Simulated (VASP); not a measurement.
# Li2BeS2 in VASP: a series of runs, part 2 of 2

VASP 6.6.1.

## Step 4: Single point, PBE

This run uses another cell than the first one, of 16.48 Å³/atom, 1.441 times its volume.

INCAR

```
SYSTEM = Li2BeS2
  PREC = Accurate
  ENCUT = 520
  EDIFF = 1E-6
  ISMEAR = 0
  SIGMA = 0.02
  LREAL = .False.
  LASPH = .True.
  NELM = 80
  ALGO = Normal
  ISIF = 2
  LWAVE = .False.
  LCHARG = .False.
  GGA = PE
  NBANDS = 18
```

KPOINTS

```
regular mesh
0
Gamma
  6 6 4
  0 0 0
```

POSCAR

```
Li2BeS2
1.0
    3.7527705138      0.0000000000      0.0000000000
   -1.8763852569      3.2499945995      0.0000000000
    0.0000000000      0.0000000000      6.7566107079
Li Be S
2 1 2
Direct
    0.0000000000      0.0000000000      0.4079987756
    0.3333333333      0.6666666667      0.8049557441
    0.3333333333      0.6666666667      0.1747441910
    0.0000000000      0.0000000000      0.0406219933
    0.3333333333      0.6666666667      0.4686302660
```

Potentials or basis: VASP PAW PBE potentials, release 64 (Li_sv, Be, S).

Run with:

```bash
> cat potpaw_PBE.64/Li_sv/POTCAR potpaw_PBE.64/Be/POTCAR potpaw_PBE.64/S/POTCAR > POTCAR
> mpirun -np 1 vasp_std > vasp.out
```

OUTCAR:

```text
SYSTEM = Li2BeS2
   PREC = Accurate
   ENCUT = 520
   EDIFF = 1E-6
   ISMEAR = 0
   LREAL = .False.
   LASPH = .True.
   NELM = 80
   ISIF = 2
   GGA = PE

 ion  position               nearest neighbor table
   1  0.000  0.000  0.408-   5 2.21   5 2.21   5 2.21   4 2.48
   2  0.333  0.667  0.805-   5 2.27   4 2.69   4 2.69   4 2.69
   3  0.333  0.667  0.175-   5 1.99   4 2.35   4 2.35   4 2.35
   4  0.000  0.000  0.041-   3 2.35   3 2.35   3 2.35   1 2.48   2 2.69   2 2.69   2 2.69
   5  0.333  0.667  0.469-   3 1.99   1 2.21   1 2.21   1 2.21   2 2.27

  LATTYP: Found a hexagonal cell.
 ALAT       =     3.7527705138
 C/A-ratio  =     1.8004326891

  Lattice vectors:

 A1 = (   3.7527705138,   0.0000000000,   0.0000000000)
 A2 = (  -1.8763852569,   3.2499945995,   0.0000000000)
 A3 = (   0.0000000000,   0.0000000000,   6.7566107079)

Analysis of symmetry for initial positions (statically):
=====================================================================
 Subroutine PRICEL returns:
 Original cell was already a primitive cell.

 Routine SETGRP: Setting up the symmetry group for a
 hexagonal supercell.
[... 175 lines left out ...]
 cond. band min:       5.0320430172   @ k =   0.0000   0.0000   0.0000
 fundamental gap:      2.7737233980
 Fermi energy:         2.3626647481

 k-point     1 :       0.0000    0.0000    0.0000
  band No.  band energies     occupation
      1     -43.4313      2.00000
      2     -41.3305      2.00000
      3     -10.4825      2.00000
      4      -9.0888      2.00000
      5      -2.1757      2.00000
      6       0.7969      2.00000
[... 481 lines left out ...]
      5      -2.2674      2.00000
      6      -1.7086      2.00000
[... 10 lines left out ...]
     17      10.8787      0.00000
     18      12.2097      0.00000

------------------------ aborting loop because EDIFF is reached ----------------------------------------

  FORCE on cell =-STRESS in cart. coord.  units (eV):
  Direction    XX          YY          ZZ          XY          YZ          ZX
  --------------------------------------------------------------------------------------
  -------------------------------------------------------------------------------------
  Total       -0.0025659     -0.0025659     -0.0366643     -0.0000000      0.0000000      0.0000000
  in kB       -0.0498870     -0.0498870     -0.7128382     -0.0000000      0.0000000      0.0000000
  external PRESSURE =      -0.2708707 kB  Pullay stress =       0.0000000 kB

 VOLUME and BASIS-vectors are now :
 -----------------------------------------------------------------------------
  energy-cutoff  :      520.00
  volume of cell :       82.41
      direct lattice vectors                 reciprocal lattice vectors
     3.752770514  0.000000000  0.000000000     0.266469798  0.153846409  0.000000000
    -1.876385257  3.249994599  0.000000000     0.000000000  0.307692819  0.000000000
     0.000000000  0.000000000  6.756610708     0.000000000  0.000000000  0.148003199

 POSITION                                       TOTAL-FORCE (eV/Angst)
 -----------------------------------------------------------------------------------
      0.00000      0.00000      2.75669         0.000000     -0.000000     -0.013871
     -0.00000      2.16666      5.43877        -0.000000      0.000000      0.010780
     -0.00000      2.16666      1.18068         0.000000     -0.000000     -0.002229
      0.00000      0.00000      0.27447         0.000000     -0.000000      0.003110
     -0.00000      2.16666      3.16635         0.000000     -0.000000      0.002210
 -----------------------------------------------------------------------------------
    total drift:                                0.000001     -0.000000     -0.000543

  FREE ENERGIE OF THE ION-ELECTRON SYSTEM (eV)
  ---------------------------------------------------
  free  energy   TOTEN  =       -20.9300429593 eV

  energy  without entropy=      -20.9300429593  energy(sigma->0) =      -20.93004296
```

OSZICAR:

```text
N       E                     dE             d eps       ncg     rms          rms(c)
DAV:   1     0.930835668323E+02    0.93084E+02   -0.83419E+03   864   0.104E+03
DAV:   2    -0.961405516891E+01   -0.10270E+03   -0.97860E+02  1114   0.224E+02
DAV:   3    -0.214352124377E+02   -0.11821E+02   -0.11759E+02  1542   0.574E+01
DAV:   4    -0.218314458864E+02   -0.39623E+00   -0.39538E+00  1294   0.125E+01
DAV:   5    -0.218574947160E+02   -0.26049E-01   -0.26043E-01  1352   0.251E+00    0.684E+00
DAV:   6    -0.210602112458E+02    0.79728E+00   -0.97080E-01  1086   0.542E+00    0.471E+00
DAV:   7    -0.209246050299E+02    0.13561E+00   -0.89653E-01  1230   0.538E+00    0.200E+00
DAV:   8    -0.209289611025E+02   -0.43561E-02   -0.14417E-01  1132   0.200E+00    0.137E+00
DAV:   9    -0.209296308625E+02   -0.66976E-03   -0.14856E-02  1216   0.640E-01    0.413E-01
DAV:  10    -0.209295626818E+02    0.68181E-04   -0.33353E-03  1268   0.289E-01    0.333E-01
DAV:  11    -0.209299994819E+02   -0.43680E-03   -0.15410E-03   998   0.221E-01    0.636E-02
DAV:  12    -0.209300328805E+02   -0.33399E-04   -0.17232E-04  1422   0.683E-02    0.625E-02
DAV:  13    -0.209300429853E+02   -0.10105E-04   -0.28017E-05  1014   0.270E-02    0.218E-02
DAV:  14    -0.209300429593E+02    0.25993E-07   -0.61175E-06  1132   0.132E-02
   1 F= -.20930043E+02 E0= -.20930043E+02  d E =-.236388E-15
```

stdout:

```text
POSCAR found type information on POSCAR LiBeS
 POSCAR found :  3 types and       5 ions
 scaLAPACK will be used
 LDA part: xc-table for (Slater+PW92), standard interpolation
 POSCAR, INCAR and KPOINTS ok, starting setup
 FFT: planning ... GRIDC
 FFT: planning ... GRID_SOFT
 FFT: planning ... GRID
 WAVECAR not read
 entering main loop
```

Wall time 16 s (1 thread of Intel Xeon 6975P-C (Granite Rapids), shared host); peak memory 0.19 GiB.

What came out:

- Free energy: -20.9300 eV
- Largest force: 0.014 eV/Å
- Band gap on the k mesh: 2.77 eV, direct

Forces on the atoms (eV/Å):
```
Li   0.000  0.000 -0.014
Li   0.000  0.000  0.011
Be   0.000  0.000 -0.002
S    0.000  0.000  0.003
S    0.000  0.000  0.002
```

Caveat: the cutoff is under 1.25 times the usual one of these potentials, so pressure, stress and relaxed cells hold a basis-set (Pulay) error. A k mesh can miss the band edges.

## Step 5: Single point, PBE

This run uses another cell than the first one: it holds 10 atoms, not 5.

INCAR

```
SYSTEM = Li2BeS2
ALGO     = Normal         ! electronic algorithm
EDIFF    = 1E-6           ! SCF threshold, eV
ENCUT    = 520            ! plane-wave cutoff, eV
GGA      = PE             ! functional
ISIF     = 2              ! what is computed and relaxed
ISMEAR   = 0              ! smearing method
LASPH    = .TRUE.         ! aspherical terms in the spheres
LCHARG   = .TRUE.         ! write CHGCAR
LELF     = .TRUE.         ! ELF
LREAL    = .FALSE.        ! projectors in reciprocal space
LVHAR    = .TRUE.       
LWAVE    = .FALSE.        ! write WAVECAR
NBANDS   = 31             ! bands
NELM     = 60             ! most SCF steps
PREC     = Accurate       ! precision mode
SIGMA    = 0.1            ! smearing width, eV
```

KPOINTS

```
k-points
0
G
  4 2 2
  0 0 0
```

POSCAR

```
Li2BeS2
1.0
    1.8655579678     -3.2191518431      0.0225156176
   -5.5479681967     -3.1908150247     -0.0422257585
   -0.0588411833      0.0175270680     -6.1417378354
Li Be S
4 2 4
Direct
   -0.1000440538      1.0329337137      0.5754720793
    0.3999704103      0.5328833493      0.5754278331
    0.8900640946      0.7058149793      0.2664461032
    0.3900507890      0.2057727522      0.2664710164
    0.4044276349      0.8639726374      0.8281256227
   -0.0955491755      0.3639807336      0.8280745490
   -0.0915201683      1.0286947873      0.9515192600
    0.4084319850      0.5287153274      0.9514928839
    0.3970809440      0.8686269718      0.4815708056
   -0.1029124603      0.3686047480      0.4814979069
```

Potentials or basis: VASP PAW PBE potentials, release 64 (Li_sv, Be, S).

Run with:

```bash
> cat potpaw_PBE.64/Li_sv/POTCAR potpaw_PBE.64/Be/POTCAR potpaw_PBE.64/S/POTCAR > POTCAR
> mpirun -np 1 vasp_std > vasp.out
```

OUTCAR:

```text
SYSTEM = Li2BeS2
   EDIFF = 1E-6
   ENCUT = 520
   GGA = PE
   ISIF = 2
   ISMEAR = 0
   LASPH = .TRUE.
   LREAL = .FALSE.
   NELM = 60
   PREC = Accurate

 ion  position               nearest neighbor table
   1  0.900  0.033  0.575-   9 2.22  10 2.22   9 2.22   7 2.31
   2  0.400  0.533  0.575-  10 2.22   9 2.22  10 2.22   8 2.31
   3  0.890  0.706  0.266-   9 2.51  10 2.52   9 2.52
   4  0.390  0.206  0.266-  10 2.51   9 2.51  10 2.52
   5  0.404  0.864  0.828-   9 2.13   8 2.27   7 2.27   7 2.27
   6  0.904  0.364  0.828-  10 2.13   7 2.27   8 2.27   8 2.27
   7  0.908  0.029  0.952-   6 2.27   5 2.27   5 2.27   1 2.31
   8  0.408  0.529  0.951-   5 2.27   6 2.27   6 2.27   2 2.31
   9  0.397  0.869  0.482-   5 2.13   1 2.22   2 2.22   1 2.22   3 2.51   4 2.51   3 2.52
  10  0.897  0.369  0.481-   6 2.13   2 2.22   1 2.22   2 2.22   4 2.51   3 2.52   4 2.52

  LATTYP: Found a triclinic cell.
 ALAT       =     7.2233941537
 B/A-ratio  =     0.5150929350
 C/A-ratio  =     0.8860428964
 COS(alpha) =     0.0033295817
 COS(beta)  =     0.0131761401
 COS(gamma) =     0.5264218692

  Lattice vectors:

[... 192 lines left out ...]
      2     -42.0147      2.00000
      3     -40.8059      2.00000
      4     -40.8035      2.00000
      5      -9.6330      2.00000
      6      -8.6942      2.00000
[... 397 lines left out ...]
     30      10.5310      0.00000
     31      11.7907      0.00000

------------------------ aborting loop because EDIFF is reached ----------------------------------------

  FORCE on cell =-STRESS in cart. coord.  units (eV):
  Direction    XX          YY          ZZ          XY          YZ          ZX
  --------------------------------------------------------------------------------------
  -------------------------------------------------------------------------------------
  Total        0.0114451      0.0255311     -0.0506385     -0.0032564      0.0182106     -0.0068167
  in kB        0.1253929      0.2797201     -0.5547989     -0.0356775      0.1995170     -0.0746841
  external PRESSURE =      -0.0498953 kB  Pullay stress =       0.0000000 kB

 VOLUME and BASIS-vectors are now :
 -----------------------------------------------------------------------------
  energy-cutoff  :      520.00
  volume of cell :      146.24
      direct lattice vectors                 reciprocal lattice vectors
     1.865557968 -3.219151843  0.022515618     0.134015035 -0.232990272 -0.001948836
    -5.547968197 -3.190815025 -0.042225759    -0.135197384 -0.078341886  0.001071695
    -0.058841183  0.017527068 -6.141737835     0.001420810 -0.000315525 -0.162834878

 POSITION                                       TOTAL-FORCE (eV/Angst)
 -----------------------------------------------------------------------------------
      1.46234     -2.99209     -3.51553         0.001722      0.000081     -0.007677
     -2.24411     -2.97781     -3.54762        -0.000242     -0.000876     -0.007909
     -2.27105     -5.11271     -1.64621         0.000510     -0.001258      0.000690
     -0.42964     -1.90755     -1.63650         0.000737     -0.001154      0.001345
     -4.08754     -4.04418     -5.11351         0.000555     -0.001063     -0.001359
     -0.38077     -4.05845     -5.08082         0.000106     -0.001106     -0.002524
      1.47964     -2.99942     -5.82474        -0.002058      0.001661     -0.005957
     -2.22733     -2.98516     -5.85695        -0.000212      0.001978     -0.005637
     -4.10667     -4.04145     -2.98542         0.000167      0.001247      0.015301
     -0.39977     -4.05557     -2.95260        -0.001285      0.000489      0.013726
 -----------------------------------------------------------------------------------
    total drift:                                0.000531      0.000553      0.000276

  FREE ENERGIE OF THE ION-ELECTRON SYSTEM (eV)
  ---------------------------------------------------
  free  energy   TOTEN  =       -42.8833508948 eV

  energy  without entropy=      -42.8833508948  energy(sigma->0) =      -42.88335089
```

OSZICAR:

```text
N       E                     dE             d eps       ncg     rms          rms(c)
DAV:   1     0.238276842622E+03    0.23828E+03   -0.16855E+04   744   0.125E+03
DAV:   2    -0.117550805134E+02   -0.25003E+03   -0.23682E+03   881   0.286E+02
DAV:   3    -0.408226484842E+02   -0.29068E+02   -0.28897E+02  1136   0.823E+01
DAV:   4    -0.440720923530E+02   -0.32494E+01   -0.32297E+01  1296   0.261E+01
DAV:   5    -0.443253049499E+02   -0.25321E+00   -0.25319E+00  1130   0.534E+00    0.991E+00
DAV:   6    -0.431106903601E+02    0.12146E+01   -0.16945E+00   961   0.573E+00    0.657E+00
DAV:   7    -0.428822794582E+02    0.22841E+00   -0.15314E+00  1032   0.576E+00    0.285E+00
DAV:   8    -0.428842934123E+02   -0.20140E-02   -0.27909E-01  1011   0.236E+00    0.146E+00
DAV:   9    -0.428831801171E+02    0.11133E-02   -0.19414E-02  1144   0.605E-01    0.469E-01
DAV:  10    -0.428832077620E+02   -0.27645E-04   -0.10611E-03  1090   0.161E-01    0.266E-01
DAV:  11    -0.428833526479E+02   -0.14489E-03   -0.18485E-03   944   0.223E-01    0.190E-01
DAV:  12    -0.428833435024E+02    0.91454E-05   -0.20184E-04  1161   0.572E-02    0.130E-01
DAV:  13    -0.428833468746E+02   -0.33722E-05   -0.23635E-05   976   0.210E-02    0.606E-02
DAV:  14    -0.428833502320E+02   -0.33574E-05   -0.92408E-06   969   0.128E-02    0.406E-02
DAV:  15    -0.428833508948E+02   -0.66282E-06   -0.31264E-06   880   0.732E-03
   1 F= -.42883351E+02 E0= -.42883351E+02  d E =-.235345E-16
```

stdout:

```text
POSCAR found type information on POSCAR LiBeS
 POSCAR found :  3 types and      10 ions
 scaLAPACK will be used
 LDA part: xc-table for (Slater+PW92), standard interpolation
 POSCAR, INCAR and KPOINTS ok, starting setup
 FFT: planning ... GRIDC
 FFT: planning ... GRID_SOFT
 FFT: planning ... GRID
 WAVECAR not read
 entering main loop
```

Wall time 30 s (1 thread of Intel Xeon 6975P-C (Granite Rapids), shared host); peak memory 0.24 GiB.

What came out:

- Free energy: -42.8834 eV
- Largest force: 0.015 eV/Å
- Band gap on the k mesh: 3.43 eV

Forces in eV/Å, atoms in the order of the input:
```
Li   0.002  0.000 -0.008
Li   0.000 -0.001 -0.008
Li   0.001 -0.001  0.001
Li   0.001 -0.001  0.001
Be   0.001 -0.001 -0.001
Be   0.000 -0.001 -0.003
S   -0.002  0.002 -0.006
S    0.000  0.002 -0.006
S    0.000  0.001  0.015
S   -0.001  0.000  0.014
```

Caveat: the k points lie up to 0.51 Å⁻¹ apart; the cutoff is under 1.25 times the usual one of these potentials, so pressure, stress and relaxed cells hold a basis-set (Pulay) error.

## Step 6: Single point, PBE

This run uses another cell than the first one, of 14.62 Å³/atom, 1.279 times its volume.

INCAR

```
SYSTEM = Li2BeS2
PREC     = Accurate       ! precision mode
ENCUT    = 520            ! plane-wave cutoff, eV
EDIFF    = 1E-6           ! SCF threshold, eV
ISMEAR   = 0              ! smearing method
SIGMA    = 0.1            ! smearing width, eV
LREAL    = .FALSE.        ! projectors in reciprocal space
LASPH    = .TRUE.         ! aspherical terms in the spheres
NELM     = 80             ! most SCF steps
ALGO     = Normal         ! electronic algorithm
ISIF     = 2              ! what is computed and relaxed
LWAVE    = .FALSE.        ! write WAVECAR
LCHARG   = .TRUE.         ! write CHGCAR
GGA      = PE             ! functional
LELF     = .TRUE.         ! ELF
LVHAR    = .TRUE.       
NBANDS   = 18             ! bands
```

KPOINTS

```
Automatic mesh
0
G
  6 6 4
  0 0 0
```

POSCAR

```
Li2BeS2
1.0
    3.2213403361     -1.8481106709      0.0000000000
    3.2213403361      1.8481106709      0.0000000000
   -0.1120108111      0.0000000000      6.1410232616
Li Be S
2 1 2
Direct
    0.9317119664      0.9317119664      0.5754499562
    0.5903164311      0.5903164311      0.2664585598
    0.2684159152      0.2684159152      0.8281000858
    0.9380600686      0.9380600686      0.9515060719
    0.2624188340      0.2624188340      0.4815343563
```

Potentials or basis: VASP PAW PBE potentials, release 64 (Li_sv, Be, S).

Run with:

```bash
> cat potpaw_PBE.64/Li_sv/POTCAR potpaw_PBE.64/Be/POTCAR potpaw_PBE.64/S/POTCAR > POTCAR
> mpirun -np 1 vasp_std > vasp.out
```

It took 26 s on 1 thread of Intel Xeon 6975P-C (Granite Rapids), shared host; peak memory 0.2 GiB.

The run converged. Its results:

```
Free energy            : -21.4494 eV
Largest force          : 0.018 eV/Å
Band gap on the k mesh : 3.44 eV, indirect (least direct gap 3.67 eV)
```

Forces in eV/Å, atoms in the order of the input:
```
Li  -0.002  0.000  0.010
Li   0.002  0.000 -0.002
Be   0.001  0.000 -0.005
S   -0.002  0.000  0.015
S    0.002  0.000 -0.018
```

Levels at points of the mesh, in eV from the valence-band top:
| k point | band 8 | band 9 | band 10 | band 11 | band 12 | band 13 |
| --- | --- | --- | --- | --- | --- | --- |
| (0.00, 0.00, 0.00) | -0.25 | -0.01 | 0.00 | 3.67 | 5.53 | 5.59 |
| (0.50, 0.00, 0.00) | -2.34 | -1.44 | -0.71 | 3.81 | 5.09 | 6.25 |
| (0.50, 0.50, 0.00) | -2.29 | -1.56 | -0.66 | 3.85 | 5.33 | 6.27 |
| (0.00, 0.00, 0.50) | -1.04 | -0.12 | -0.06 | 3.98 | 5.40 | 5.40 |
| (0.50, 0.00, 0.50) | -1.88 | -1.23 | -1.02 | 3.48 | 4.62 | 5.58 |
| (0.50, 0.50, 0.50) | -1.88 | -1.16 | -0.98 | 3.44 | 4.52 | 5.67 |

Caveat: the cutoff is under 1.25 times the usual one of these potentials, so pressure, stress and relaxed cells hold a basis-set (Pulay) error. A k mesh can miss the band edges.

## Step 7: The runs side by side

```tsv
cell	k mesh	smearing	gap on the mesh (eV)	largest force (eV/Å)
a = 3.262, b = 3.262, c = 6.203 Å, angles 90.0, 90.0, 120.0°, 5 atoms	6 × 6 × 4	gaussian 0.1 eV	0.86	4.14
a = 3.747, b = 3.747, c = 6.749 Å, angles 90.0, 90.0, 120.0°, 5 atoms	6 × 6 × 4	gaussian 0.1 eV	2.79	0.01
a = 3.753, b = 3.753, c = 6.757 Å, angles 90.0, 90.0, 120.0°, 5 atoms	6 × 6 × 4	gaussian 0.02 eV	2.77	0.01
a = 3.721, b = 6.400, c = 6.142 Å, angles 89.2, 90.8, 90.2°, 10 atoms	4 × 2 × 2	gaussian 0.1 eV	3.43	0.02
a = 3.714, b = 3.714, c = 6.142 Å, angles 90.9, 90.9, 59.7°, 5 atoms	6 × 6 × 4	gaussian 0.1 eV	3.44	0.02
```

Alike in all rows: task single point; level PBE; potentials or basis VASP PAW PBE potentials, release 64 (Li_sv, Be, S); no spin polarisation; cutoff (eV) 520.

Caveats: some runs use coarse meshes; the cutoff is under 1.25 times the usual one of these potentials, so pressure, stress and relaxed cells hold a basis-set (Pulay) error; forces of over 1 eV/Å act on the atoms, so gaps and moduli don't describe the material at rest (some runs).

Absolute energies hang on the potentials; compare differences alone.
